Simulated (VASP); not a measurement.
Set up this calculation in VASP 6.6.1, as the native input.

```
Task                   : relaxation of cell and atoms
Functional             : PBE
Potentials or basis    : VASP PAW PBE potentials, release 64 (Ga_d, B, Sb_d_GW)
Cutoff                 : 560 eV
k mesh                 : 4 × 4 × 2
Occupations            : gaussian, width 0.1 eV
Spin                   : no spin polarisation
Dipole correction      : no
Further INCAR settings : ALGO = Normal; EDIFF = 1e-07; IBRION = 2; EDIFFG = -0.04; NSW = 90; ISIF = 3
```

The structure of Ga2BSb3 lies in POSCAR:

```
Ga2BSb3
1.0
    4.0828762900      0.0000000000      0.0000000000
    0.0000000000      4.0828762900      0.0000000000
    0.0000000000      0.0000000000      8.4511006600
Ga B Sb
2 1 3
Direct
    0.0000000000      0.5000000000      0.0000000000
    0.5000000000      0.0000000000      0.0000000000
    0.5000000000      0.5000000000      0.5000000000
    0.0000000000      0.0000000000      0.8348444100
    0.0000000000      0.0000000000      0.1651555900
    0.5000000000      0.5000000000      0.0000000000
```

The cell was generated, and may not be a known phase.

One way to write it, as run:

INCAR

```
SYSTEM = Ga2BSb3
PREC     = Accurate       ! precision mode
ENCUT    = 560            ! plane-wave cutoff, eV
EDIFF    = 1E-7           ! SCF threshold, eV
ISMEAR   = 0              ! smearing method
SIGMA    = 0.1            ! smearing width, eV
LREAL    = .FALSE.        ! projectors in reciprocal space
LASPH    = .TRUE.         ! aspherical terms in the spheres
NELM     = 120            ! most SCF steps
ALGO     = Normal         ! electronic algorithm
ISIF     = 3              ! what is computed and relaxed
LWAVE    = .FALSE.        ! write WAVECAR
LCHARG   = .FALSE.        ! write CHGCAR
GGA      = PE             ! functional
IBRION   = 2              ! ionic algorithm
NSW      = 90             ! ionic steps
EDIFFG   = -0.04          ! ionic threshold
GGA_COMPAT= .FALSE.      
NELMIN   = 4
```

KPOINTS

```
Automatic mesh
0
G
  4 4 2
  0 0 0
```

Potentials or basis: VASP PAW PBE potentials, release 64 (Ga_d, B, Sb_d_GW).

Run with:

```bash
$ cat potpaw_PBE.64/Ga_d/POTCAR potpaw_PBE.64/B/POTCAR potpaw_PBE.64/Sb_d_GW/POTCAR > POTCAR
$ mpirun -np 1 vasp_std > vasp.out
```

It gave:

```
Relaxed volume                        : 30.59 Å³/atom
Relaxed cell                          : a = 6.017 Å, b = 6.017 Å, c = 5.069 Å, α = 90.00°, β = 90.00°, γ = 90.00°
Space group after relaxing (to 0.1 Å) : P4/mmm (No. 123)
Energy gained by relaxing             : 3267.3 meV/atom
Ionic steps                           : 46
Pressure after relaxing               : 0.1 GPa
Largest force after relaxing          : 0.013 eV/Å
Band gap on the k mesh                : zero (bands 37 and 38 overlap by 0.90 eV)
```

Caveat: the k points lie up to 0.62 Å⁻¹ apart in the final cell, too coarse for converged energies and pressures of a metal; the volume moved by over 15 % at a fixed basis, so the end points are rough; spin-orbit coupling is left out, which moves the levels of the heavy elements.

It took 52 min on 1 thread of AMD EPYC 9R45 96-Core Processor (Zen 5), on a shared host, peak memory 0.3 GiB.
